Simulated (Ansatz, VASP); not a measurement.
MgZn2S3 in VASP and in Ansatz

```xyz
6
Lattice="3.9061 0.0000 0.0000 -1.9530 3.3828 0.0000 0.0000 0.0000 9.5901" Properties=species:S:1:pos:R:3 pbc="T T T"
Mg    0.0000    0.0000    9.5899
Zn    1.9530    1.1276    3.2360
Zn    0.0000    2.2552    6.3493
S     1.9530    1.1276    0.8789
S     0.0000    2.2552    3.9937
S     0.0000    0.0000    7.1200
```

Alike in both runs: functional PBE; k mesh 12 × 12 × 4; occupations gaussian, width 0.02 eV; no spin polarisation.

Ansatz relaxed the structure, and its values are those at the end. VASP's run is a single point on that final structure, the one shown.

|  | VASP | Ansatz |
| --- | --- | --- |
| version | VASP 6.6.1 | Ansatz 0.2.0 |
| potentials or method | VASP PAW PBE potentials, release 64 (Mg, Zn, S), cutoff 520 eV | scalar-relativistic, plane waves, PAW |
| valence electrons in the cell | 44 | 52 |

Ansatz gave:

- gap on the k mesh at the Fermi level (eV): 2.23
- least direct gap on the mesh (eV): 2.23
- pressure (GPa): 0.0
- rms of the force components (eV/Å): 0.003

Q: What did VASP give for the same quantities?

A: gap on the k mesh at the Fermi level (eV): 2.23; least direct gap on the mesh (eV): 2.23; pressure (GPa): 0.0; rms of the force components (eV/Å): 0.006.

The functional is the same, so the differences come from potentials, cutoffs and numerics. VASP's potentials hold 44 valence electrons a cell and Ansatz's 52, so a difference there can come from the potentials and not from the codes.
